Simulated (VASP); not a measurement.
Sc5Al11N16, 32 atoms in the cell. It takes space group Cm (No. 8, monoclinic). Conventional cell: a = 11.406 Å, b = 6.544 Å, c = 10.200 Å, α = 90.00°, β = 90.04°, γ = 90.00°. Within 2.5 Å of Al (site symmetry m) lie 4 N at 1.91 to 1.99 Å. Al (site symmetry 1) has 4 N at 1.93 to 2.00 Å within 2.6 Å. Within 2.5 Å of Al (site symmetry 1) lie 4 N at 1.91 to 1.98 Å. Within 2.5 Å of Al (site symmetry m) lie 4 N at 1.87 to 1.94 Å. Al (site symmetry m) has 4 N at 1.89 to 1.99 Å within 2.5 Å. Al (site symmetry m) has 4 N at 1.89 to 1.97 Å within 2.5 Å. Al (site symmetry m) has 4 N at 1.90 to 1.94 Å within 2.5 Å. Within 2.5 Å of Al (site symmetry m) lie 4 N at 1.88 to 1.94 Å. 

```yaml
Program: VASP 6.6.1
Task: single point
Functional: PBE
Potentials_or_basis: VASP PAW PBE potentials, release 64 (Al, Sc_sv, N)
Cutoff: 520 eV
k_mesh: 4 × 4 × 3
Occupations: gaussian, width 0.01 eV
Spin: no spin polarisation
Dipole_correction: no
Further_INCAR_settings: LREAL = Auto; ALGO = Normal; EDIFF = 1e-06; NBANDS = 106
```

Potentials or basis: VASP PAW PBE potentials, release 64 (Al, Sc_sv, N).

Run with:

```sh
$ cat potpaw_PBE.64/Al/POTCAR potpaw_PBE.64/Sc_sv/POTCAR potpaw_PBE.64/N/POTCAR > POTCAR
$ mpirun -np 1 vasp_std > vasp.out
```

Hardware: 1 thread of Intel(R) Xeon(R) Platinum 8259CL CPU @ 2.50GHz (Skylake/Cascade Lake), on a shared host.

Question: How long does it take, and how much memory?

Answer: It took 28 min on 1 thread of Intel(R) Xeon(R) Platinum 8259CL CPU @ 2.50GHz (Skylake/Cascade Lake) (shared host), peak memory 0.72 GiB. Counts: scf iterations 17, k points 17.
